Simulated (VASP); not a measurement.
A run of VASP 6.6.1 is set up as follows.

File INCAR:

```
ALGO     = Normal         # electronic algorithm
EDIFF    = 1E-6           # SCF threshold, eV
ENCUT    = 520            # plane-wave cutoff, eV
GGA      = PE             # functional
ISIF     = 2              # what is computed and relaxed
ISMEAR   = 0              # smearing method
LASPH    = True           # aspherical terms in the spheres
LCHARG   = True           # write CHGCAR
LELF     = True           # ELF
LREAL    = False          # projectors in reciprocal space
LVHAR    = True         
LWAVE    = False          # write WAVECAR
NBANDS   = 56             # bands
NELM     = 80             # most SCF steps
PREC     = Accurate       # precision mode
SIGMA    = 0.02           # smearing width, eV
```

File KPOINTS:

```
k-points
0
Gamma
  10 10 10
```

File POSCAR:

```
SiGe3
1.0
   -2.7197495176      2.7197495176      5.4405837134
    2.7197495176     -2.7197495176      5.4405837134
    2.7197495176      2.7197495176     -5.4405837134
Si Ge
2 6
Direct
    0.0000000000      0.0000000000      0.0000000000
    0.7500000000      0.2500000000      0.5000000000
    0.6337680714      0.6250000000      0.5087680714
    0.5000000000      0.5000000000      0.0000000000
    0.1162319286      0.1250000000      0.4912319286
    0.3750000000      0.8837680714      0.0087680714
    0.8750000000      0.3662319286      0.9912319286
    0.2500000000      0.7500000000      0.5000000000
```

Potentials or basis: VASP PAW PBE potentials, release 64 (Si, Ge_d).

Launch:

```console
$ cat potpaw_PBE.64/Si/POTCAR potpaw_PBE.64/Ge_d/POTCAR > POTCAR
$ mpirun -np 1 vasp_std > vasp.out
```

(1) Estimate the largest force.

(2) What does it give for the pressure?

(3) Predict the band gap on the k mesh.

Results:

(1) 0.004 eV/Å.

(2) 11.4 GPa.

(3) 0.42 eV (least direct gap 0.55 eV).

Caveat: the cell stands under pressure.
